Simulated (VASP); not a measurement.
Set up this calculation in VASP 6.6.1, as the native input.

```
Task                   : single point
Functional             : PBEsol
Potentials or basis    : VASP PAW PBE potentials, release 64 (Al, C, H)
Cutoff                 : 520 eV
k mesh                 : 3 × 3 × 1
Occupations            : gaussian, width 0.1 eV
Spin                   : no spin polarisation
Dipole correction      : no
Further INCAR settings : LREAL = Auto; ALGO = Normal; EDIFF = 1e-06; NBANDS = 36
```

The structure of Al12H3C lies in POSCAR:

```
Al12H3C
1.0
    5.7275650000      0.0000000000      0.0000000000
    2.8637820000      4.9602170000      0.0000000000
    0.0000000000      0.0000000000     15.6765370000
Al C H
12 1 3
Direct
    0.1666666800      0.1666666600      0.0637896000
    0.6666666800      0.1666666600      0.0637896000
    0.1666667400      0.6666666300      0.0637896000
    0.6666667300      0.6666666300      0.0637896000
   -0.1576562935      0.3351858377      0.2081695017
    0.3387130323      0.3387671454      0.2105218454
   -0.1567266796      0.8387354807      0.2072085890
    0.3400806086      0.8344781851      0.2111278184
   -0.0310801137      0.0123919700      0.3603276324
    0.5107150744     -0.0038447503      0.3473706828
   -0.0238617214      0.5229677757      0.3523412884
    0.5224392609      0.4836857222      0.3610479294
    0.1971640750      0.6874012612      0.4364753503
    0.1828409519      0.1857408099      0.4004322894
    0.1227097576      0.5871683129      0.4805696123
    0.2686459581      0.7907630625      0.4803915658
```

The input as run:

INCAR

```
SYSTEM = Al12H3C
PREC = Accurate
ENCUT = 520
EDIFF = 1E-6
ISMEAR = 0
SIGMA = 0.1
LREAL = Auto
LASPH = .TRUE.
NELM = 60
ALGO = Normal
ISIF = 2
LWAVE = .FALSE.
LCHARG = .FALSE.
GGA = PS
NBANDS = 36
```

KPOINTS

```
regular mesh
0
G
  3 3 1
  0 0 0
```

Potentials or basis: VASP PAW PBE potentials, release 64 (Al, C, H).

Launch:

```console
$ cat potpaw_PBE.64/Al/POTCAR potpaw_PBE.64/C/POTCAR potpaw_PBE.64/H/POTCAR > POTCAR
$ mpirun -np 1 vasp_std > vasp.out
```

Results of the run:

```yaml
Largest_force: 0.155 eV/Å
Band_gap_on_the_k_mesh: zero (an odd number of electrons rules out a gap without spin polarisation)
```

Caveat: the k points lie up to 0.42 Å⁻¹ apart, too coarse for converged energies and pressures of a metal; the PAW data sets were made with another functional, which shifts forces and pressure a little.

Run time: 2.1 min on 1 thread of Intel(R) Xeon(R) 6975P-C (Granite Rapids), on a shared host, peak memory 0.56 GiB.
